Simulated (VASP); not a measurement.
Here is a VASP 6.6.1 calculation.

The input INCAR:

```
SYSTEM = SiAs3
  ALGO = Fast
  EDIFF = 1E-6
  EDIFFG = -0.01
  ENCUT = 600
  GGA = PE
  IBRION = 2
  ISIF = 3
  ISMEAR = 0
  LASPH = .True.
  LCHARG = .False.
  LREAL = .False.
  LWAVE = .False.
  NELM = 60
  NSW = 100
  PREC = Accurate
  SIGMA = 0.1
```

KPOINTS

```
k-points
0
Gamma
  12 12 12
  0 0 0
```

File POSCAR:

```
SiAs3
1.0
    4.2272318873      0.0000000000      0.0000000000
    0.0000000000      4.2272318873      0.0000000000
    0.0000000000      0.0000000000      4.2272318873
Si As
1 3
Direct
    0.0000000000      0.0000000000      0.0000000000
    0.0000000000      0.5000000000      0.5000000000
    0.5000000000      0.0000000000      0.5000000000
    0.5000000000      0.5000000000      0.0000000000
```

Potentials or basis: VASP PAW PBE potentials, release 64 (Si, As).

Command:

```bash
$ cat potpaw_PBE.64/Si/POTCAR potpaw_PBE.64/As/POTCAR > POTCAR
$ mpirun -np 1 vasp_std > vasp.out
```

(1) Estimate the relaxed volume.

(2) Predict the band gap on the k mesh.

(3) What does it give for the relaxed cell?

(4) Estimate the space group after relaxing (to 0.1 Å).

## Answers

(1) 18.56 Å³/atom.

(2) zero (an odd number of electrons rules out a gap without spin polarisation).

(3) a = 4.203 Å, b = 4.203 Å, c = 4.203 Å, α = 90.00°, β = 90.00°, γ = 90.00°.

(4) Pm-3m (No. 221).

Caveat: an odd number of electrons without spin polarisation forces a metal; a magnetic or distorted state may lie lower.
